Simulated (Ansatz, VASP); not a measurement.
**Two plane-wave programs on Ir**

Contents of INCAR:

```
SYSTEM = Ir
ALGO     = Normal         ! electronic algorithm
EDIFF    = 1E-6           ! SCF threshold, eV
ENCUT    = 520            ! plane-wave cutoff, eV
GGA      = PE             ! functional
ISIF     = 2              ! what is computed and relaxed
ISMEAR   = -1             ! smearing method
LASPH    = .True.         ! aspherical terms in the spheres
LCHARG   = .False.        ! write CHGCAR
LREAL    = .False.        ! projectors in reciprocal space
LWAVE    = .False.        ! write WAVECAR
NBANDS   = 16             ! bands
NELM     = 100            ! most SCF steps
PREC     = Accurate       ! precision mode
SIGMA    = 0.1            ! smearing width, eV
```

The input KPOINTS:

```
k-points
0
Gamma
  11 11 11
  0 0 0
```

File POSCAR:

```
Ir
1.0
    0.0000000000      2.7474356423      2.7474356423
    2.7474356423      0.0000000000      2.7474356423
    2.7474356423      2.7474356423      0.0000000000
Ir
2
Direct
    0.1250000000      0.1250000000      0.1250000000
    0.8750000000      0.8750000000      0.8750000000
```

Input for Ansatz:

```yaml
crystal:
  lattice:
    - [0.0, 2.7474356423, 2.7474356423]
    - [2.7474356423, 0.0, 2.7474356423]
    - [2.7474356423, 2.7474356423, 0.0]
  atoms:
    - { symbol: Ir, position: [0.125, 0.125, 0.125] }
    - { symbol: Ir, position: [0.875, 0.875, 0.875] }
hamiltonian:
  xc: pbe
  pseudopotentials:
    kind: paw
    azcp:
      Ir: "pseudopotentials/Ir.paw.azcp"
basis:
  ecutwfc: 420
  fft_grid_basis: typed
kpoints:
  mp_grid: { grid: [11, 11, 11], shift: [0, 0, 0] }
magnetization:
  spin_polarized: false
scf:
  occupations: { method: fermi_dirac, width: 0.1 }
  lower_state_search: "off"
output:
  stress: true
  write_density: true
  write_potential: true
  elf: true
  volumetric_format: npy
```

Alike in both runs: task single point; functional PBE; k mesh 11 × 11 × 11; occupations fermi-dirac, width 0.1 eV; no spin polarisation.

|  | VASP | Ansatz |
| --- | --- | --- |
| version | VASP 6.6.1 | Ansatz 0.2.0 |
| potentials or method | VASP PAW PBE potentials, release 64 (Ir), cutoff 520 eV | plane waves (420 eV) with PAW, scalar-relativistic |
| valence electrons in the cell | 18 | 34 |

Ansatz gave:

| Item | Value |
| --- | --- |
| pressure (GPa) | 8.2 |

Q: Which values does VASP return?

A: Pressure (GPa): 7.6.

VASP's potentials hold 18 valence electrons a cell and Ansatz's 34, so a difference there can come from the potentials and not from the codes.

Spin-orbit coupling is off throughout.
